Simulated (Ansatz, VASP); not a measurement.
# BN: VASP beside Ansatz

```
CELL_PARAMETERS angstrom
0.00000 1.78678 1.78678
1.78678 0.00000 1.78678
1.78678 1.78678 0.00000
ATOMIC_POSITIONS crystal
B 0.00000 0.00000 0.00000
N 0.25000 0.25000 0.25000
```

Change from the starting cell: hydrostatic strain -1.0%.

Alike in both runs: task single point; functional r2SCAN; k mesh 12 × 12 × 12; no spin polarisation.

|  | VASP | Ansatz |
| --- | --- | --- |
| version | VASP 6.6.1 | Ansatz 0.2.0 |
| potentials or method | VASP PAW PBE potentials, release 64 (B_h, N_h) | plane waves, PAW |
| plane-wave cutoff (eV) | 1460 | 500 |
| occupations | gaussian, width 0.01 eV | fixed |
| valence electrons in the cell | 8 | 8 |

```tsv
	VASP	Ansatz	Ansatz less VASP
gap on the k mesh at the Fermi level (eV)	5.04	5.04	+0.005
pressure (GPa)	12.0	12.5	+0.52
```

VASP's potentials were made for PBE, not for r2SCAN.
